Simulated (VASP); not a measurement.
# Ho2O (P4_2/nmc) in VASP: a series of runs

Runs on Ho2O. Level: PBE. Tasks: relaxation of cell and atoms.

Everything below comes from runs of VASP 6.6.1. Logs are shortened: lines on timing, memory, paths and dates and some standing lists are left out, and cuts for length are marked.

**1. The cell of the first run**

It takes space group P4_2/nmc (No. 137, tetragonal). Conventional cell: a = 3.710 Å, b = 3.710 Å, c = 10.446 Å, α = 90.00°, β = 90.00°, γ = 90.00°. Within 2.9 Å of Ho (site symmetry 2mm) lie 2 O at 2.21 Å. O (site symmetry -4m2) has 4 Ho at 2.21 Å within 2.9 Å.

**2. Relaxation of cell and atoms, PBE**

INCAR reads:

```
SYSTEM = Ho2O
  PREC = Accurate
  ENCUT = 600
  EDIFF = 1E-7
  ISMEAR = 0
  SIGMA = 0.1
  LREAL = .False.
  LASPH = .True.
  NELM = 200
  ALGO = Normal
  ISIF = 3
  LWAVE = .False.
  LCHARG = .False.
  GGA = PE
  IBRION = 2
  NSW = 80
  EDIFFG = -0.001
  GGA_COMPAT = .False.
  NELMIN = 4
  LMAXMIX = 6
```

KPOINTS reads:

```
Automatic mesh
0
Gamma
  8 8 4
  0 0 0
```

POSCAR reads:

```
Ho2O
1.0
    3.7097642859      0.0000000000      0.0000000000
    0.0000000000      3.7097642859      0.0000000000
    0.0000000000      0.0000000000     10.4457094242
Ho O
4 2
Direct
    0.5000000000      0.0000000000      0.1142347172
    0.5000000000      0.0000000000      0.6142347172
    0.0000000000      0.5000000000      0.3857652828
    0.0000000000      0.5000000000      0.8857652828
    0.0000000000      0.0000000000      0.5000000000
    0.5000000000      0.5000000000      0.0000000000
```

Potentials or basis: VASP PAW PBE potentials, release 64 (Ho_3, O), 4f in core.

Started as:

```sh
$ cat potpaw_PBE.64/Ho_3/POTCAR potpaw_PBE.64/O/POTCAR > POTCAR
$ mpirun -np 1 vasp_std > vasp.out
```

OUTCAR:

```text
SYSTEM = Ho2O
   PREC = Accurate
   ENCUT = 600
   EDIFF = 1E-7
   ISMEAR = 0
   LREAL = .False.
   LASPH = .True.
   NELM = 200
   ISIF = 3
   GGA = PE
   IBRION = 2
   NSW = 80
   EDIFFG = -0.001
   NELMIN = 4

 ion  position               nearest neighbor table
   1  0.500  0.000  0.114-   6 2.21   6 2.21   4 3.55   4 3.55   4 3.55   4 3.55
   2  0.500  0.000  0.614-   5 2.21   5 2.21   3 3.55   3 3.55   3 3.55   3 3.55
   3  0.000  0.500  0.386-   5 2.21   5 2.21   2 3.55   2 3.55   2 3.55   2 3.55
   4  0.000  0.500  0.886-   6 2.21   6 2.21   1 3.55   1 3.55   1 3.55   1 3.55
   5  0.000  0.000  0.500-   2 2.21   3 2.21   3 2.21   2 2.21
   6  0.500  0.500  0.000-   1 2.21   4 2.21   1 2.21   4 2.21

  LATTYP: Found a simple tetragonal cell.
 ALAT       =     3.7097642859
 C/A-ratio  =     2.8157339980

  Lattice vectors:

 A1 = (   3.7097642859,   0.0000000000,   0.0000000000)
 A2 = (   0.0000000000,   3.7097642859,   0.0000000000)
 A3 = (   0.0000000000,   0.0000000000,  10.4457094242)

Analysis of symmetry for initial positions (statically):
=====================================================================
 Subroutine PRICEL returns:
 Original cell was already a primitive cell.

 Routine SETGRP: Setting up the symmetry group for a
 simple tetragonal supercell.

 Subroutine GETGRP returns: Found 16 space group operations
 (whereof  8 operations were pure point group operations)
 out of a pool of 16 trial point group operations.

The static configuration has the point symmetry D_2d.
 The point group associated with its full space group is D_4h.

Analysis of symmetry for dynamics (positions and initial velocities):
=====================================================================
 Subroutine PRICEL returns:
 Original cell was already a primitive cell.

 Routine SETGRP: Setting up the symmetry group for a
 simple tetragonal supercell.

 Subroutine GETGRP returns: Found 16 space group operations
 (whereof  8 operations were pure point group operations)
 out of a pool of 16 trial point group operations.

The dynamic configuration has the point symmetry D_2d.
 The point group associated with its full space group is D_4h.

 Subroutine INISYM returns: Found 16 space group operations
 (whereof  8 operations are pure point group operations),
 and found     1 'primitive' translations

----------------------------------------------------------------------------------------

                                     Primitive cell

  volume of cell :     143.7575

  direct lattice vectors                    reciprocal lattice vectors
     3.709764286  0.000000000  0.000000000     0.269558905  0.000000000  0.000000000
     0.000000000  3.709764286  0.000000000     0.000000000  0.269558905  0.000000000
     0.000000000  0.000000000 10.445709424     0.000000000  0.000000000  0.095733086

  length of vectors
     3.709764286  3.709764286 10.445709424     0.269558905  0.269558905  0.095733086

  position of ions in fractional coordinates (direct lattice)
     0.500000000  0.000000000  0.114234717
     0.500000000  0.000000000  0.614234717
     0.000000000  0.500000000  0.385765283
     0.000000000  0.500000000  0.885765283
     0.000000000  0.000000000  0.500000000
     0.500000000  0.500000000  0.000000000

  ion indices of the primitive-cell ions
   primitive index   ion index
                 1           1
                 2           2
                 3           3
                 4           4
                 5           5
                 6           6

----------------------------------------------------------------------------------------

 KPOINTS: Automatic mesh

Automatic generation of k-mesh.
 Grid dimensions read from file:
 generate k-points for:    8    8    4

 Generating k-lattice:

  Cartesian coordinates                     Fractional coordinates (reciprocal lattice)
     0.033694863  0.000000000  0.000000000     0.125000000  0.000000000  0.000000000
     0.000000000  0.033694863  0.000000000     0.000000000  0.125000000  0.000000000
     0.000000000  0.000000000  0.023933272     0.000000000  0.000000000  0.250000000

  Length of vectors
     0.033694863  0.033694863  0.023933272

  Shift w.r.t. Gamma in fractional coordinates (k-lattice)
     0.000000000  0.000000000  0.000000000

 Subroutine IBZKPT returns following result:
 ===========================================

 Found     45 irreducible k-points:

 Following reciprocal coordinates:
            Coordinates               Weight
  0.000000  0.000000  0.000000      1.000000
  0.125000  0.000000  0.000000      4.000000
  0.250000  0.000000  0.000000      4.000000
  0.375000  0.000000  0.000000      4.000000
  0.500000  0.000000  0.000000      2.000000
  0.125000  0.125000  0.000000      4.000000
[... 16 lines left out ...]
  0.375000  0.125000  0.250000     16.000000
  0.500000  0.125000  0.250000      8.000000
 [... further k-points ...]
   k-points           NKPTS =     45   k-points in BZ     NKDIM =     45   number of bands    NBANDS=     28
   number of dos      NEDOS =    301   number of ions     NIONS =      6
   total plane-waves  NPLWV =  75600
   dimension x,y,z NGX =    30 NGY =   30 NGZ =   84
   dimension x,y,z NGXF=    60 NGYF=   60 NGZF=  168
   ions per type =               4   2
   NGX,Y,Z   is equivalent  to a cutoff of  13.44, 13.44, 13.37 a.u.
   NGXF,Y,Z  is equivalent  to a cutoff of  26.89, 26.89, 26.74 a.u.
 SYSTEM =  Ho2O
   PREC   = accura    normal or accurate (medium, high low for compatibility)
   ISTART =      0    job   : 0-new  1-cont  2-samecut
   ICHARG =      2    charge: 1-file 2-atom 10-const
   ISPIN  =      1    spin polarized calculation?
   LNONCOLLINEAR =      F non collinear calculations
   LSORBIT =      F    spin-orbit coupling
   LASPH  =      T    aspherical Exc in radial PAW
   ENCUT  =  600.0 eV  44.10 Ry    6.64 a.u.   7.41  7.41 20.86*2*pi/ulx,y,z
   NELM   =    200;   NELMIN=  4; NELMDL= -5     # of ELM steps
   EDIFF  = 0.1E-06   stopping-criterion for ELM
   LREAL  =      F    real-space projection
   EDIFFG = -.1E-02   stopping-criterion for IOM
   NSW    =     80    number of steps for IOM
   IBRION =      2    ionic relax: 0-MD 1-quasi-New 2-CG
   NFREE  =      1    steps in history (QN), initial steepest desc. (CG)
   ISIF   =      3    stress and relaxation
   ISYM   =      2    0-nonsym 1-usesym 2-fastsym
   POTIM  = 0.5000    time-step for ionic-motion
   TEBEG  =    0.0;   TEEND  =   0.0 temperature during run
   PSTRESS=    0.0 pullay stress
   NELECT =      48.0000    total number of electrons
   NUPDOWN=      -1.0000    fix difference up-down
   EMIN   =  10.00;   EMAX   =-10.00  energy-range for DOS
   EFERMI =   0.00;   METHOD = LEGACY
   ISMEAR =     0;   SIGMA  =   0.10  broadening in eV -4-tet -1-fermi 0-gaus
   EFERMI_NEDOS =   21; number of points for ismear=-14 and -15
   IALGO  =     38    algorithm
   IMIX   =      4    mixing-type and parameters
     AMIX     =   0.40;   BMIX     =  1.00
     AMIX_MAG =   1.60;   BMIX_MAG =  1.00
  volume/ion in A,a.u.               =      23.96       161.69
  Fermi-wavevector in a.u.,A,eV,Ry     =   1.135739  2.146235 17.550184  1.289902
  Thomas-Fermi vector in A             =   2.272443
   LORBIT       =      0    0 simple, 1 ext, 2 COOP (PROOUT), +10 PAW based schemes
   GGA     = PE    functional components
   LHFCALC =     F    Hartree Fock is set to
   AEXX    =    0.0000 exact exchange contribution
   IVDW    =     0    specifies the selected vdW correction
   LEPSILON=     F    determine dielectric tensor
   LRPA    =     F    only Hartree local field effects (RPA)
 conjugate gradient relaxation of ions
 non-spin polarized calculation
 Gauss-broadening in eV      SIGMA  =   0.10
  energy-cutoff  :      600.00
  volume of cell :      143.76
 maximum number of plane-waves:      4850
 NGX is ok and might be reduce to    30
   NGX = 15   NGY = 15   NGZ = 41

--------------------------------------- Ionic step        1  -------------------------------------------

 number of electron      47.9999995 magnetization

 Free energy of the ion-electron system (eV)
  ---------------------------------------------------
  ext. energy  EPLUGINS =         0.00000000
  ---------------------------------------------------
  free energy    TOTEN  =       -39.50527678 eV

  energy without entropy =      -39.49171807  energy(sigma->0) =      -39.49849742

------------------------ aborting loop because EDIFF is reached ----------------------------------------

  FORCE on cell =-STRESS in cart. coord.  units (eV):
  Direction    XX          YY          ZZ          XY          YZ          ZX
  --------------------------------------------------------------------------------------
  -------------------------------------------------------------------------------------
  Total        0.8328287      0.8328287      0.7084248      0.0000000     -0.0000000      0.0000000
  in kB        9.2818745      9.2818745      7.8953930      0.0000000     -0.0000000      0.0000000
  external PRESSURE =       8.8197140 kB  Pullay stress =       0.0000000 kB
[... 101 lines left out ...]
  FREE ENERGIE OF THE ION-ELECTRON SYSTEM (eV)
  ---------------------------------------------------
  free  energy   TOTEN  =       -39.5101695374 eV

  energy  without entropy=      -39.4966011964  energy(sigma->0) =      -39.50338537

[... ionic steps 4 to 11 ...]

--------------------------------------- Ionic step       12  -------------------------------------------

 number of electron      47.9999998 magnetization

------------------------ aborting loop because EDIFF is reached ----------------------------------------
[... 75 lines left out ...]
--------------------------------------- Ionic step       14  -------------------------------------------

 number of electron      47.9999998 magnetization

 Free energy of the ion-electron system (eV)
  ---------------------------------------------------
  ext. energy  EPLUGINS =         0.00000000
  ---------------------------------------------------
  free energy    TOTEN  =       -39.51024761 eV

  energy without entropy =      -39.49668992  energy(sigma->0) =      -39.50346877

 E-fermi :   3.1955     XC(G=0):  -9.7157

 val. band max:        3.1834535457   @ k =   0.3750   0.2500   0.0000
 cond. band min:       3.1979359730   @ k =   0.5000   0.5000   0.0000
 fundamental gap:      0.0144824273
 Fermi energy:         3.1954776872

 k-point     1 :       0.0000    0.0000    0.0000
  band No.  band energies     occupation
      1     -21.5919      2.00000
      2     -21.4934      2.00000
      3     -21.0903      2.00000
      4     -21.0903      2.00000
      5     -21.0505      2.00000
      6     -21.0505      2.00000
[... 733 lines left out ...]
     27       4.7088      0.00000
     28       4.7088      0.00000

 [... further k-points ...]

------------------------ aborting loop because EDIFF is reached ----------------------------------------

  FORCE on cell =-STRESS in cart. coord.  units (eV):
  Direction    XX          YY          ZZ          XY          YZ          ZX
  --------------------------------------------------------------------------------------
  -------------------------------------------------------------------------------------
  Total        0.0050979      0.0050979     -0.0041753      0.0000000     -0.0000000      0.0000000
  in kB        0.0563076      0.0563076     -0.0461174      0.0000000     -0.0000000      0.0000000
  external PRESSURE =       0.0221659 kB  Pullay stress =       0.0000000 kB
[... 21 lines left out ...]
  FREE ENERGIE OF THE ION-ELECTRON SYSTEM (eV)
  ---------------------------------------------------
  free  energy   TOTEN  =       -39.5102476119 eV

  energy  without entropy=      -39.4966899201  energy(sigma->0) =      -39.50346877

 reached required accuracy - stopping structural energy minimisation
```

It took 13 min on 1 thread of Intel Xeon 6975P-C (Granite Rapids), shared host; peak memory 0.39 GiB.

What came out:

| Property | Result |
| --- | --- |
| Free energy | -39.5102 eV |
| Relaxed volume | 24.18 Å³/atom |
| Relaxed cell | a = 3.722 Å, b = 3.722 Å, c = 10.470 Å, α = 90.00°, β = 90.00°, γ = 90.00° |
| Space group after relaxing (to 0.1 Å) | P4_2/nmc (No. 137) |
| Energy gained by relaxing | 0.8 meV/atom |
| Ionic steps | 14 |
| Pressure after relaxing | 0.0 GPa |
| Band gap on the k mesh | zero (bands 24 and 25 overlap by 0.19 eV) |

Step by step:
| step | energy change (eV) | largest force (eV/Å) | pressure (GPa) | volume (Å³) |
| --- | --- | --- | --- | --- |
| 1 | 0.0000 | 0.1301 | 0.88 | 143.76 |
| 2 | -0.0012 | 0.0803 | -0.80 | 146.52 |
| 3 | -0.0049 | 0.0150 | -0.04 | 145.23 |
| 4 | -0.0049 | 0.0174 | -0.02 | 145.20 |
| 5 | -0.0049 | 0.0117 | 0.03 | 145.14 |
| 6 | -0.0049 | 0.0102 | 0.01 | 145.12 |
| 7 | -0.0050 | 0.0065 | -0.02 | 145.09 |
| 8 | -0.0050 | 0.0002 | 0.02 | 145.01 |
| 9 | -0.0050 | 0.0011 | 0.02 | 145.03 |
| 10 | -0.0050 | 0.0041 | 0.00 | 145.06 |
| 11 | -0.0050 | 0.0029 | 0.01 | 145.04 |
| 12 | -0.0050 | 0.0018 | 0.00 | 145.04 |
| 13 | -0.0050 | 0.0016 | 0.01 | 145.03 |
| 14 | -0.0050 | 0.0008 | 0.00 | 145.05 |

Final structure:
```
Ho O
1.0
     3.72207    0.00000    0.00000
     0.00000    3.72207    0.00000
     0.00000    0.00000   10.47042
Ho O
4 2
Direct
  0.50000 0.00000 0.11476
  0.50000 0.00000 0.61476
  0.00000 0.50000 0.38524
  0.00000 0.50000 0.88524
  0.00000 0.00000 0.50000
  0.50000 0.50000 0.00000
```

Caveat: spin-orbit coupling is left out, which moves the levels of the heavy elements; the 4f electrons are frozen in the core, so they carry no moment and show no levels; the run has no spin polarisation, though such a crystal can be magnetic. Spin polarisation is off, so any magnetic state and its effect on volume and gap are missing.

(Continued in part 2 of 2.)
